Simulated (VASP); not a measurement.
# AgCl in VASP: further runs

AgCl is run at these levels: PBE, r2SCAN; tasks: single point.

Program: VASP 6.6.1. These are calculated values, not measurements. Logs are shortened: lines on timing, memory, paths and dates and some standing lists are left out, and cuts for length are marked.

### 1 The cell of the first run

It takes space group I-4m2 (No. 119, tetragonal). The conventional cell has a = 4.233 Å, b = 4.233 Å, c = 5.819 Å, α = 90.00°, β = 90.00°, γ = 90.00°. Ag (site symmetry -4m2) has 4 Cl at 2.57 Å within 3.4 Å. Within 3.4 Å of Cl (site symmetry -4m2) lie 4 Ag at 2.57 Å.

### 2 Single point, PBE (uniaxial x strain -2.8%)

INCAR

```
PREC = Accurate
ENCUT = 520
EDIFF = 1E-6
ISMEAR = -1
SIGMA = 0.02
LREAL = False
LASPH = True
NELM = 80
ALGO = Normal
ISIF = 2
LWAVE = False
LCHARG = True
GGA = PE
LELF = True
LVHAR = True
NBANDS = 16
```

KPOINTS

```
regular mesh
0
Gamma
  8 8 8
```

POSCAR

```
AgCl
1.0
    0.0000000000      2.9932461729      2.9932461729
    2.9094352801      0.0000000000      2.9932461729
    2.9094352801      2.9932461729      0.0000000000
Ag Cl
1 1
Direct
    0.0000000000      0.0000000000      0.0000000000
    0.2500000000      0.2500000000      0.2500000000
```

Potentials or basis: VASP PAW PBE potentials, release 64 (Ag, Cl).

Run with:

```sh
> cat potpaw_PBE.64/Ag/POTCAR potpaw_PBE.64/Cl/POTCAR > POTCAR
> mpirun -np 1 vasp_std > vasp.out
```

OUTCAR:

```text
PREC = Accurate
   ENCUT = 520
   EDIFF = 1E-6
   ISMEAR = -1
   LREAL = False
   LASPH = True
   NELM = 80
   ISIF = 2
   GGA = PE

 ion  position               nearest neighbor table
   1  0.000  0.000  0.000-   2 2.57   2 2.57   2 2.57   2 2.57
   2  0.250  0.250  0.250-   1 2.57   1 2.57   1 2.57   1 2.57

  LATTYP: Found a body centered tetragonal cell.
 ALAT       =     4.2330893332
 C/A-ratio  =     1.3746155826

  Lattice vectors:

 A1 = (  -2.9094352801,   0.0000000000,  -2.9932461729)
 A2 = (  -2.9094352801,   0.0000000000,   2.9932461729)
 A3 = (   2.9094352801,   2.9932461729,   0.0000000000)

Analysis of symmetry for initial positions (statically):
=====================================================================
 Subroutine PRICEL returns:
 Original cell was already a primitive cell.

 Routine SETGRP: Setting up the symmetry group for a
 body centered tetragonal supercell.

 Subroutine GETGRP returns: Found  8 space group operations
 (whereof  8 operations were pure point group operations)
 out of a pool of 16 trial point group operations.

The static configuration has the point symmetry D_2d.

Analysis of symmetry for dynamics (positions and initial velocities):
=====================================================================
 Subroutine PRICEL returns:
 Original cell was already a primitive cell.

 Routine SETGRP: Setting up the symmetry group for a
 body centered tetragonal supercell.

 Subroutine GETGRP returns: Found  8 space group operations
 (whereof  8 operations were pure point group operations)
 out of a pool of 16 trial point group operations.

The dynamic configuration has the point symmetry D_2d.

 Subroutine INISYM returns: Found  8 space group operations
 (whereof  8 operations are pure point group operations),
 and found     1 'primitive' translations

----------------------------------------------------------------------------------------

                                     Primitive cell

  volume of cell :      52.1343

  direct lattice vectors                    reciprocal lattice vectors
     0.000000000  2.993246173  2.993246173    -0.171854656  0.167042726  0.167042726
     2.909435280  0.000000000  2.993246173     0.171854656 -0.167042726  0.167042726
     2.909435280  2.993246173  0.000000000     0.171854656  0.167042726 -0.167042726

  length of vectors
     4.233089333  4.174246794  4.174246794     0.292131079  0.292131079  0.292131079

  position of ions in fractional coordinates (direct lattice)
     0.000000000  0.000000000  0.000000000
     0.250000000  0.250000000  0.250000000

  ion indices of the primitive-cell ions
   primitive index   ion index
                 1           1
                 2           2

----------------------------------------------------------------------------------------

 KPOINTS: regular mesh

Automatic generation of k-mesh.
 Grid dimensions read from file:
 generate k-points for:    8    8    8

 Generating k-lattice:

  Cartesian coordinates                     Fractional coordinates (reciprocal lattice)
    -0.021481832  0.020880341  0.020880341     0.125000000  0.000000000  0.000000000
     0.021481832 -0.020880341  0.020880341     0.000000000  0.125000000  0.000000000
     0.021481832  0.020880341 -0.020880341     0.000000000  0.000000000  0.125000000

  Length of vectors
     0.036516385  0.036516385  0.036516385

  Shift w.r.t. Gamma in fractional coordinates (k-lattice)
     0.000000000  0.000000000  0.000000000

 Subroutine IBZKPT returns following result:
 ===========================================

 Found     59 irreducible k-points:

 Following reciprocal coordinates:
            Coordinates               Weight
  0.000000  0.000000  0.000000      1.000000
  0.125000  0.000000  0.000000      8.000000
  0.250000  0.000000  0.000000      8.000000
  0.375000 -0.000000 -0.000000      8.000000
  0.500000  0.000000  0.000000      4.000000
  0.125000  0.125000  0.000000      4.000000
[... 16 lines left out ...]
  0.250000  0.125000  0.125000      4.000000
  0.375000  0.125000  0.125000      8.000000
 [... further k-points ...]
   k-points           NKPTS =     59   k-points in BZ     NKDIM =     59   number of bands    NBANDS=     16
   number of dos      NEDOS =    301   number of ions     NIONS =      2
   total plane-waves  NPLWV =  32768
   dimension x,y,z NGX =    32 NGY =   32 NGZ =   32
   dimension x,y,z NGXF=    64 NGYF=   64 NGZF=   64
   ions per type =               1   1
   NGX,Y,Z   is equivalent  to a cutoff of  12.57, 12.74, 12.74 a.u.
   NGXF,Y,Z  is equivalent  to a cutoff of  25.13, 25.49, 25.49 a.u.
 SYSTEM =  unknown system
   PREC   = accura    normal or accurate (medium, high low for compatibility)
   ISTART =      0    job   : 0-new  1-cont  2-samecut
   ICHARG =      2    charge: 1-file 2-atom 10-const
   ISPIN  =      1    spin polarized calculation?
   LNONCOLLINEAR =      F non collinear calculations
   LSORBIT =      F    spin-orbit coupling
   LASPH  =      T    aspherical Exc in radial PAW
   ENCUT  =  520.0 eV  38.22 Ry    6.18 a.u.   7.87  7.76  7.76*2*pi/ulx,y,z
   NELM   =     80;   NELMIN=  2; NELMDL= -5     # of ELM steps
   EDIFF  = 0.1E-05   stopping-criterion for ELM
   LREAL  =      F    real-space projection
   EDIFFG = 0.1E-04   stopping-criterion for IOM
   NSW    =      0    number of steps for IOM
   IBRION =     -1    ionic relax: 0-MD 1-quasi-New 2-CG
   NFREE  =      0    steps in history (QN), initial steepest desc. (CG)
   ISIF   =      2    stress and relaxation
   ISYM   =      2    0-nonsym 1-usesym 2-fastsym
   POTIM  = 0.5000    time-step for ionic-motion
   TEBEG  =    0.0;   TEEND  =   0.0 temperature during run
   PSTRESS=    0.0 pullay stress
   NELECT =      18.0000    total number of electrons
   NUPDOWN=      -1.0000    fix difference up-down
   EMIN   =  10.00;   EMAX   =-10.00  energy-range for DOS
   EFERMI =   0.00;   METHOD = LEGACY
   ISMEAR =    -1;   SIGMA  =   0.02  broadening in eV -4-tet -1-fermi 0-gaus
   EFERMI_NEDOS =   21; number of points for ismear=-14 and -15
   IALGO  =     38    algorithm
   IMIX   =      4    mixing-type and parameters
     AMIX     =   0.40;   BMIX     =  1.00
     AMIX_MAG =   1.60;   BMIX_MAG =  1.00
  volume/ion in A,a.u.               =      26.07       175.91
  Fermi-wavevector in a.u.,A,eV,Ry     =   1.148483  2.170318 17.946256  1.319013
  Thomas-Fermi vector in A             =   2.285157
   LORBIT       =      0    0 simple, 1 ext, 2 COOP (PROOUT), +10 PAW based schemes
   GGA     = PE    functional components
   LHFCALC =     F    Hartree Fock is set to
   AEXX    =    0.0000 exact exchange contribution
   IVDW    =     0    specifies the selected vdW correction
   LEPSILON=     F    determine dielectric tensor
   LRPA    =     F    only Hartree local field effects (RPA)
 non-spin polarized calculation
  energy-cutoff  :      520.00
  volume of cell :       52.13
 maximum number of plane-waves:      1415
   NGX = 15   NGY = 15   NGZ = 15

 number of electron      18.0000002 magnetization

 Free energy of the ion-electron system (eV)
  ---------------------------------------------------
  ext. energy  EPLUGINS =         0.00000000
  ---------------------------------------------------
  free energy    TOTEN  =        -5.43111162 eV

  energy without entropy =       -5.43111162  energy(sigma->0) =       -5.43111162

 E-fermi :   2.4544     XC(G=0):  -8.6805

 val. band max:        2.0795176542   @ k =   0.0000   0.0000   0.0000
 cond. band min:       3.2732270242   @ k =   0.0000   0.0000   0.0000
 fundamental gap:      1.1937093700
 Fermi energy:         2.4543962805

 k-point     1 :       0.0000    0.0000    0.0000
  band No.  band energies     occupation
      1     -12.9709      2.00000
      2      -2.2268      2.00000
      3      -2.2268      2.00000
      4      -2.2001      2.00000
      5      -0.1873      2.00000
      6      -0.1553      2.00000
[... 8 lines left out ...]
     15      14.8194      0.00000
     16      15.0785      0.00000

 k-point     2 :       0.1250    0.0000    0.0000
  band No.  band energies     occupation
      1     -12.9428      2.00000
      2      -2.2654      2.00000
      3      -2.1981      2.00000
      4      -2.1729      2.00000
      5      -0.1900      2.00000
      6      -0.1622      2.00000
[... 8 lines left out ...]
     15      14.2566      0.00000
     16      15.3404      0.00000

 k-point     3 :       0.2500    0.0000    0.0000
  band No.  band energies     occupation
      1     -12.8740      2.00000
      2      -2.3310      2.00000
      3      -2.1313      2.00000
      4      -2.0941      2.00000
      5      -0.1777      2.00000
      6      -0.1625      2.00000
[... 8 lines left out ...]
     15      13.9200      0.00000
     16      14.5822      0.00000

 k-point     4 :       0.3750   -0.0000   -0.0000
  band No.  band energies     occupation
      1     -12.8042      2.00000
      2      -2.3286      2.00000
      3      -2.0699      2.00000
      4      -2.0184      2.00000
      5      -0.1314      2.00000
      6      -0.1297      2.00000
[... 8 lines left out ...]
     15      14.5813      0.00000
     16      14.6016      0.00000

 k-point     5 :       0.5000    0.0000    0.0000
  band No.  band energies     occupation
      1     -12.7751      2.00000
      2      -2.3002      2.00000
      3      -2.0465      2.00000
      4      -1.9892      2.00000
      5      -0.1060      2.00000
      6      -0.0948      2.00000
[... 8 lines left out ...]
     15      15.4066      0.00000
     16      15.5360      0.00000

 k-point     6 :       0.1250    0.1250    0.0000
  band No.  band energies     occupation
      1     -12.9340      2.00000
      2      -2.3103      2.00000
      3      -2.1753      2.00000
      4      -2.1348      2.00000
      5      -0.2203      2.00000
      6      -0.1398      2.00000
[... 8 lines left out ...]
     15      14.7742      0.00000
     16      16.1855      0.00000

 k-point     7 :       0.2500    0.1250    0.0000
  band No.  band energies     occupation
      1     -12.8793      2.00000
      2      -2.3714      2.00000
      3      -2.1129      2.00000
      4      -2.0595      2.00000
      5      -0.2405      2.00000
      6      -0.1214      2.00000
[... 8 lines left out ...]
     15      14.5898      0.00000
     16      15.9410      0.00000

 k-point     8 :       0.3750    0.1250   -0.0000
  band No.  band energies     occupation
      1     -12.8099      2.00000
      2      -2.3567      2.00000
      3      -2.0595      2.00000
      4      -1.9825      2.00000
      5      -0.2053      2.00000
      6      -0.0971      2.00000
[... 8 lines left out ...]
     15      14.9044      0.00000
     16      15.3552      0.00000

 k-point     9 :       0.5000    0.1250   -0.0000
  band No.  band energies     occupation
      1     -12.7667      2.00000
      2      -2.2735      2.00000
      3      -2.0479      2.00000
      4      -1.9511      2.00000
      5      -0.1481      2.00000
      6      -0.0944      2.00000
[... 8 lines left out ...]
     15      15.2436      0.00000
     16      15.5090      0.00000
[... 172 lines left out ...]
 k-point    19 :       0.5000    0.3750   -0.0000
  band No.  band energies     occupation
      1     -12.7250      2.00000
      2      -2.5275      2.00000
      3      -1.7614      2.00000
      4      -1.6819      2.00000
      5      -0.1681      2.00000
      6      -0.0385      2.00000
[... 8 lines left out ...]
     15      15.3432      0.00000
     16      16.1886      0.00000

 k-point    20 :      -0.3750    0.3750    0.0000
  band No.  band energies     occupation
      1     -12.7198      2.00000
      2      -2.3764      2.00000
      3      -1.8150      2.00000
      4      -1.7492      2.00000
      5      -0.2535      2.00000
      6      -0.0955      2.00000
[... 8 lines left out ...]
     15      15.1622      0.00000
     16      16.5916      0.00000

 k-point    21 :       0.5000    0.5000    0.0000
  band No.  band energies     occupation
      1     -12.7161      2.00000
      2      -2.5949      2.00000
      3      -1.7041      2.00000
      4      -1.6190      2.00000
      5      -0.1307      2.00000
      6      -0.0126      2.00000
[... 8 lines left out ...]
     15      14.9311      0.00000
     16      16.0017      0.00000

 k-point    22 :       0.0000    0.1250    0.1250
  band No.  band energies     occupation
      1     -12.9323      2.00000
      2      -2.2887      2.00000
      3      -2.1740      2.00000
      4      -2.1740      2.00000
      5      -0.1936      2.00000
      6      -0.1615      2.00000
[... 8 lines left out ...]
     15      14.5991      0.00000
     16      16.3290      0.00000

 k-point    23 :       0.2500    0.1250    0.1250
  band No.  band energies     occupation
      1     -12.9020      2.00000
      2      -2.3134      2.00000
      3      -2.1626      2.00000
      4      -2.1061      2.00000
      5      -0.2186      2.00000
      6      -0.1421      2.00000
[... 8 lines left out ...]
     15      14.0804      0.00000
     16      16.3436      0.00000

 k-point    24 :       0.3750    0.1250    0.1250
  band No.  band energies     occupation
      1     -12.8330      2.00000
      2      -2.3200      2.00000
      3      -2.0916      2.00000
      4      -2.0445      2.00000
      5      -0.2123      2.00000
      6      -0.1199      2.00000
[... 8 lines left out ...]
     15      14.5534      0.00000
     16      15.6290      0.00000

 [... further k-points ...]
[... 5 lines left out ...]
  --------------------------------------------------------------------------------------
  -------------------------------------------------------------------------------------
  Total        0.6978309      0.6987202      0.6987202      0.0000000      0.0000000     -0.0000000
  in kB       21.4455525     21.4728797     21.4728797      0.0000000      0.0000000     -0.0000000
  external PRESSURE =      21.4637706 kB  Pullay stress =       0.0000000 kB

 VOLUME and BASIS-vectors are now :
 -----------------------------------------------------------------------------
  energy-cutoff  :      520.00
  volume of cell :       52.13
      direct lattice vectors                 reciprocal lattice vectors
     0.000000000  2.993246173  2.993246173    -0.171854656  0.167042726  0.167042726
     2.909435280  0.000000000  2.993246173     0.171854656 -0.167042726  0.167042726
     2.909435280  2.993246173  0.000000000     0.171854656  0.167042726 -0.167042726

 POSITION                                       TOTAL-FORCE (eV/Angst)
 -----------------------------------------------------------------------------------
      0.00000      0.00000      0.00000        -0.000000      0.000000      0.000000
      1.45472      1.49662      1.49662         0.000000     -0.000000      0.000000
 -----------------------------------------------------------------------------------
    total drift:                                0.000000     -0.000000      0.000000

  FREE ENERGIE OF THE ION-ELECTRON SYSTEM (eV)
  ---------------------------------------------------
  free  energy   TOTEN  =        -5.4311116245 eV

  energy  without entropy=       -5.4311116245  energy(sigma->0) =       -5.43111162
```

Wall time 34 s (1 thread of Intel Xeon Platinum 8375C at 2.90GHz (Ice Lake), shared host); peak memory 0.2 GiB.

What came out:

```yaml
Free_energy: -5.4311 eV
Pressure: 2.1 GPa
Band_gap_on_the_k_mesh: 1.19 eV, direct
```

Caveat: the cell differs from its parent crystal (uniaxial x strain -2.8%).

### 3 Single point, r2SCAN (epitaxial xy strain -1.5%)

POSCAR

```
AgCl
1.0
    0.0000000000      2.9480481557      3.0808299508
    2.9480481557      0.0000000000      3.0808299508
    2.9480481557      2.9480481557      0.0000000000
Ag Cl
1 1
Direct
    0.0000000000      0.0000000000      0.0000000000
    0.2500000000      0.2500000000      0.2500000000
```

INCAR.step1

```
PREC = Accurate ; ENCUT = 520
ISMEAR = 0 ; SIGMA = 0.01
LREAL = False ; LASPH = True
NELM = 80 ; NBANDS = 16
GGA = PE ; ALGO = Normal
EDIFF = 1E-4 ; LWAVE = True
LCHARG = False
```

INCAR.step2

```
PREC = Accurate ; ENCUT = 520
EDIFF = 1E-6 ; ISMEAR = 0
SIGMA = 0.01 ; LREAL = False
LASPH = True ; NELM = 80
ALGO = Normal ; ISIF = 2
LWAVE = False ; LCHARG = False
METAGGA = R2SCAN ; LMIXTAU = True
NBANDS = 16 ; ISTART = 1
```

KPOINTS is that of step 2.

Potentials or basis: VASP PAW PBE potentials, release 64 (Ag, Cl).

Run with:

```sh
> cat potpaw_PBE.64/Ag/POTCAR potpaw_PBE.64/Cl/POTCAR > POTCAR
> cp INCAR.step1 INCAR
> mpirun -np 1 vasp_std > vasp.out
> cp INCAR.step2 INCAR
> mpirun -np 1 vasp_std > vasp.out
```

Run time: 3.1 min. Hardware: 1 thread of Intel Xeon Platinum 8375C at 2.90GHz (Ice Lake), shared host; peak memory 0.21 GiB.

The run converged. Its results:

- Free energy: -28.5438 eV
- Pressure: 0.0 GPa
- Band gap on the k mesh: 1.58 eV, direct

Levels at points of the mesh, in eV from the valence-band top:
| k point | band 5 | band 6 | band 7 | band 8 | band 9 | band 10 | band 11 | band 12 | band 13 | band 14 |
| --- | --- | --- | --- | --- | --- | --- | --- | --- | --- | --- |
| (0.00, 0.00, 0.00) | -2.17 | -2.13 | -0.07 | 0.00 | 0.00 | 1.58 | 8.63 | 8.68 | 8.68 | 12.83 |
| (0.50, 0.00, 0.00) | -2.09 | -2.07 | -1.99 | -0.61 | -0.59 | 4.18 | 6.97 | 8.78 | 9.12 | 12.18 |
| (0.50, 0.50, 0.00) | -2.14 | -2.00 | -1.79 | -1.39 | -1.39 | 5.11 | 6.04 | 8.75 | 11.45 | 11.45 |
| (0.50, 0.00, 0.50) | -2.08 | -2.00 | -1.68 | -1.45 | -1.31 | 5.04 | 5.88 | 9.05 | 10.99 | 11.51 |

Caveat: the cell differs from its parent crystal (epitaxial xy strain -1.5%); the PAW data sets were made with another functional, which shifts forces and pressure a little. A k mesh can miss the band edges.

### 4 Single point, PBE (shear xy strain +5.7%)

INCAR

```
PREC = Accurate
ENCUT = 520
EDIFF = 1E-7
ISMEAR = -1
SIGMA = 0.02
LREAL = F
LASPH = T
NELM = 60
ALGO = Normal
ISIF = 2
LWAVE = F
LCHARG = F
GGA = PE
NBANDS = 16
```

KPOINTS is that of step 3.

POSCAR

```
AgCl
1.0
    0.0850081913      2.9932461729      2.9932461729
    2.9932461729      0.0850081913      2.9932461729
    3.0782543642      3.0782543642      0.0000000000
Ag Cl
1 1
Direct
    0.0097020167      0.0097020167     -0.0097020167
    0.2402979833      0.2402979833      0.2597020167
```

Run with:

```sh
> cat potpaw_PBE.64/Ag/POTCAR potpaw_PBE.64/Cl/POTCAR > POTCAR
> mpirun -np 1 vasp_std > vasp.out
```

Wall time 81 s (1 thread of Intel Xeon Platinum 8375C at 2.90GHz (Ice Lake), shared host); peak memory 0.23 GiB.

It converged, with:

```yaml
Free_energy: -5.4444 eV
Pressure: 1.0 GPa
Band_gap_on_the_k_mesh: 1.21 eV, direct
```

Stress tensor (GPa, compression positive):
```
 0.97 -0.21  0.00
-0.21  0.97  0.00
 0.00  0.00  0.99
```

Levels at points of the mesh, in eV from the valence-band top:
```tsv
k point	band 5	band 6	band 7	band 8	band 9	band 10	band 11	band 12	band 13	band 14
(0.00, 0.00, 0.00)	-2.16	-2.16	-0.11	-0.05	0.00	1.21	7.75	8.09	8.46	12.51
(0.50, 0.00, 0.00)	-2.12	-2.05	-1.96	-0.63	-0.49	3.64	6.76	8.20	8.33	11.81
(0.50, 0.50, 0.00)	-2.13	-2.01	-1.75	-1.39	-1.38	4.55	5.61	8.68	10.49	10.83
(0.00, 0.00, 0.50)	-2.13	-2.08	-2.04	-0.74	-0.60	3.81	6.53	8.56	8.67	12.03
(0.50, 0.00, 0.50)	-2.12	-2.00	-1.74	-1.37	-1.36	4.75	5.40	8.61	10.61	10.73
```

Caveat: the cell differs from its parent crystal (shear xy strain +5.7%).

### 5 Summary

```csv
level,cell,smearing,gap on the mesh (eV),pressure (GPa)
PBE,"a = 4.233, b = 4.174, c = 4.174 Å, angles 60.9, 59.5, 59.5°, 2 atoms",fermi-dirac 0.02 eV,1.19,2.1
r2SCAN,"a = 4.264, b = 4.264, c = 4.169 Å, angles 60.7, 60.7, 58.5°, 2 atoms",gaussian 0.01 eV,1.58,0.0
PBE,"a = 4.234, b = 4.234, c = 4.353 Å, angles 59.1, 59.1, 58.1°, 2 atoms",fermi-dirac 0.02 eV,1.21,1.0
```

Alike in all rows: task single point; potentials or basis VASP PAW PBE potentials, release 64 (Ag, Cl); no spin polarisation; k mesh 8 × 8 × 8; cutoff (eV) 520.

Caveats: the PAW data sets were made with another functional, which shifts forces and pressure a little (some runs).

Absolute energies hang on the potentials; compare differences alone.
